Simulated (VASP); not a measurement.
Os, 2 atoms in the cell. The structure is hexagonal, space group P6_3/mmc (No. 194). The conventional cell has a = 2.756 Å, b = 2.756 Å, c = 4.343 Å, α = 90.00°, β = 90.00°, γ = 120.00°. Within 3.5 Å of Os (site symmetry -6m2) lie 12 Os at 2.69 to 2.76 Å. 

```yaml
Program: VASP 6.6.1
Task: single point
Functional: PBE
Potentials_or_basis: VASP PAW PBE potentials, release 64 (Os)
Cutoff: 520 eV
k_mesh: 19 × 19 × 11
Occupations: fermi-dirac, width 0.1 eV
Spin: no spin polarisation
Dipole_correction: no
Further_INCAR_settings: ALGO = Normal; EDIFF = 1e-06; NBANDS = 15
```

Potentials or basis: VASP PAW PBE potentials, release 64 (Os).

Run with:

```console
$ cat potpaw_PBE.64/Os/POTCAR > POTCAR
$ mpirun -np 1 vasp_std > vasp.out
```

Hardware: 1 thread of Intel Xeon 8259CL, on a shared host.

Task: How long does it take, and how much memory?

Result: It took 2.2 min on 1 thread of Intel Xeon 8259CL, on a shared host, peak memory 0.21 GiB. Counts: scf iterations 12, k points 240.
